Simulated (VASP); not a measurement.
Input of a VASP 6.6.1 run:

Contents of INCAR:

```
SYSTEM = WC
  PREC = Accurate
  ENCUT = 520
  EDIFF = 1E-6
  ISMEAR = 0
  SIGMA = 0.15
  LREAL = .False.
  LASPH = .True.
  NELM = 100
  ALGO = Normal
  ISIF = 2
  LWAVE = .False.
  LCHARG = .False.
  GGA = PE
  NBANDS = 16
```

File KPOINTS:

```
regular mesh
0
Gamma
  24 24 24
  0 0 0
```

The input POSCAR:

```
WC
1.0
    0.0000000000      2.1900108577      2.1900108577
    2.1024104234      0.0000000000      2.1900108577
    2.1024104234      2.1900108577      0.0000000000
W C
1 1
Direct
    0.0000000000      0.0000000000      0.0000000000
    0.5000000000      0.5000000000      0.5000000000
```

Potentials or basis: VASP PAW PBE potentials, release 64 (W_sv, C).

The run is started by

```bash
$ cat potpaw_PBE.64/W_sv/POTCAR potpaw_PBE.64/C/POTCAR > POTCAR
$ mpirun -np 1 vasp_std > vasp.out
```

(1) What does it give for the band gap on the k mesh?

(2) Predict the pressure.

Results:

(1) zero (bands 9 and 10 overlap by 3.14 eV).

(2) 18.9 GPa.

Caveat: the cell differs from its parent crystal (strain -0.0400 x Voigt [1, 0, 0, 0, 0, 0]); the stress differs along the axes, from 9 to 39 GPa; spin-orbit coupling is left out, which moves the levels of the heavy elements.
